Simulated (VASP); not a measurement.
Set up this calculation in VASP 6.6.1, as the native input.

```yaml
Task: single point
Functional: PBE
Dispersion: D3(BJ)
Potentials_or_basis: VASP PAW PBE potentials, release 64 (Mo_sv, S)
Cutoff: 500 eV
k_mesh: 12 × 12 × 4
Occupations: gaussian, width 0.05 eV
Spin: no spin polarisation
Dipole_correction: no
Further_INCAR_settings: ALGO = Normal; EDIFF = 1e-06; NBANDS = 20
```

The structure of MoS2 lies in POSCAR:

```
MoS2
1.0
    3.2381765630      0.0000000000      0.0000000000
   -1.6190882815      2.8043431655      0.0000000000
    0.0000000000      0.0000000000      6.2856245265
Mo S
1 2
Direct
    0.0000000000      0.0000000000      0.0000000000
    0.3333333333      0.6666666667      0.1981708616
    0.3333333333      0.6666666667      0.8018291384
```

This cell differs from its parent crystal: c/a of the conventional cell at fixed volume 1.9411.

The input as run:

INCAR

```
PREC = Accurate
ENCUT = 500
EDIFF = 1E-6
ISMEAR = 0
SIGMA = 0.05
LREAL = False
LASPH = True
NELM = 120
ALGO = Normal
ISIF = 2
LWAVE = False
LCHARG = True
GGA = PE
IVDW = 12
LELF = True
LVHAR = True
NBANDS = 20
GGA_COMPAT = False
```

KPOINTS

```
regular mesh
0
Gamma
  12 12 4
```

Potentials or basis: VASP PAW PBE potentials, release 64 (Mo_sv, S).

Run with:

```sh
$ cat potpaw_PBE.64/Mo_sv/POTCAR potpaw_PBE.64/S/POTCAR > POTCAR
$ mpirun -np 1 vasp_std > vasp.out
```

Results of the run:

| Item | Value |
| --- | --- |
| Pressure | 29.0 GPa |
| Largest force | 7.037 eV/Å |
| Band gap on the k mesh | zero (band 13 reaches 7.87 eV, above the bottom of band 14 at 6.16 eV) |
| Dispersion energy per atom | -0.398 eV |

Caveat: forces of over 1 eV/Å act on the atoms, so gaps and moduli don't describe the material at rest.

Run time: 52 s on 1 thread of AMD EPYC 9R45 (Zen 5), with other jobs on the host, peak memory 0.18 GiB.
